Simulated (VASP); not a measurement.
Runs of VASP 6.6.1 on WC (Qusongite). It takes space group P-6m2 (No. 187, hexagonal). The conventional cell has a = 2.907 Å, b = 2.907 Å, c = 2.837 Å, α = 90.00°, β = 90.00°, γ = 120.00°. W (site symmetry -6m2) has 6 C at 2.20 Å and 2 W at 2.84 Å within 2.9 Å. C (site symmetry -6m2) has 6 W at 2.20 Å and 2 C at 2.84 Å within 2.9 Å. 

```tsv
level	potentials or basis	cutoff (eV)	second run	gap on the mesh (eV)	pressure (GPa)
RPBE	VASP PAW PBE potentials, release 64 (W_sv, C_h)	910	hard_potentials	none	(a)
LDA	VASP PAW LDA potentials, release 64 (W_sv, C_h)	910	hard_potentials	none	(b)
PBE	VASP PAW PBE potentials, release 64 (W_sv, C_h)	910	hard_potentials	none	6.7
RPBE	VASP PAW PBE potentials, release 64 (W_sv, C)	520	-	none	11.1
LDA	VASP PAW LDA potentials, release 64 (W_sv, C)	520	-	none	-7.3
PBE	VASP PAW PBE potentials, release 64 (W_sv, C)	520	-	none	6.8
```

Alike in all rows: task single point; no spin polarisation; cell as given; k mesh 11 × 11 × 10; smearing fermi-dirac 0.15 eV.

Estimate the missing entries.

(a) 11.0; (b) -7.4.

Caveats: spin-orbit coupling is left out, which moves the levels of the heavy elements; the cutoff is under 1.25 times the usual one of these potentials, so pressure, stress and relaxed cells hold a basis-set (Pulay) error (some runs); the PAW data sets were made with another functional, which shifts forces and pressure a little (some runs).

A k mesh can miss the band edges, and the runs leave out spin-orbit coupling on W.

A gap of «none» marks levels without a gap at the run's occupations.
